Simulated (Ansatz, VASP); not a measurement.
## ZrSi2 in VASP and in Ansatz

```
Zr Si
1.0
    -1.64386    1.71264    4.60987
     1.64386   -1.57508    4.56055
     1.64386    1.57508   -4.56055
Zr Si
1 2
Direct
  0.00000 0.00000 0.00000
  0.31004 0.31004 0.00000
  0.68996 0.68996 0.00000
```

Change from the starting cell: strain e4 = +0.03, atoms carried along.

Alike in both runs: task single point; functional PBE; k mesh 14 × 14 × 14; occupations gaussian, width 0.05 eV; no spin polarisation.

```csv
,VASP,Ansatz
version,VASP 6.6.1,Ansatz 0.2.0
potentials or method,"VASP PAW PBE potentials, release 64 (Zr_sv, Si), cutoff 520 eV","scalar-relativistic, plane waves, PAW"
valence electrons in the cell,20,20
```

Ansatz gave:

| Quantity | Value |
| --- | --- |
| gap on the k mesh at the Fermi level (eV) | none |
| pressure (GPa) | 0.1 |
| traceless stress, the component that is largest in VASP (GPa) | -3.17 |
| rms of the force components (eV/Å) | 0.020 |

Question: What did VASP give for the same quantities?

Answer: gap on the k mesh at the Fermi level (eV): none; pressure (GPa): 0.1; traceless stress, the component that is largest in VASP (GPa): -3.17; rms of the force components (eV/Å): 0.019.

Atom by atom the forces differ by 0.002 eV/Å (rms over components). A gap of «none» marks a metal or a gap that the smearing closes.
